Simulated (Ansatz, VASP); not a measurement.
## Two plane-wave programs on Cu

```
CELL_PARAMETERS angstrom
1.28150 -3.74170 0.00000
1.28150 3.74170 0.00000
0.00000 0.00000 2.46756
ATOMIC_POSITIONS crystal
Cu 0.13385 0.86615 0.25000
Cu 0.86615 0.13385 0.75000
```

Change from the starting cell: normal strain along x +0.0550, normal strain along y -0.0550.

Alike in both runs: task single point; functional PBEsol; k mesh 20 × 20 × 18; occupations gaussian, width 0.15 eV; no spin polarisation.

```csv
,VASP,Ansatz
version,VASP 6.6.1,Ansatz 0.2.0
potentials or method,"VASP PAW PBE potentials, release 64 (Cu), cutoff 520 eV","scalar-relativistic, plane waves, PAW"
valence electrons in the cell,22,38
```

|  | VASP | Ansatz | Ansatz less VASP |
| --- | --- | --- | --- |
| gap on the k mesh at the Fermi level (eV) | none | none | - |
| pressure (GPa) | 3.7 | 3.0 | -0.75 |
| traceless stress, the component that is largest in VASP (GPa) | -12.22 | -12.07 | +0.151 |
| rms of the force components (eV/Å) | 0.239 | 0.241 | +0.0020 |

VASP's potentials were made for PBE, not for PBEsol, and Ansatz warns of the same on its side. Atom by atom the forces differ by 0.002 eV/Å (rms over components). A gap of «none» marks a metal or a gap that the smearing closes. VASP's potentials hold 22 valence electrons a cell and Ansatz's 38, so a difference there can come from the potentials and not from the codes.
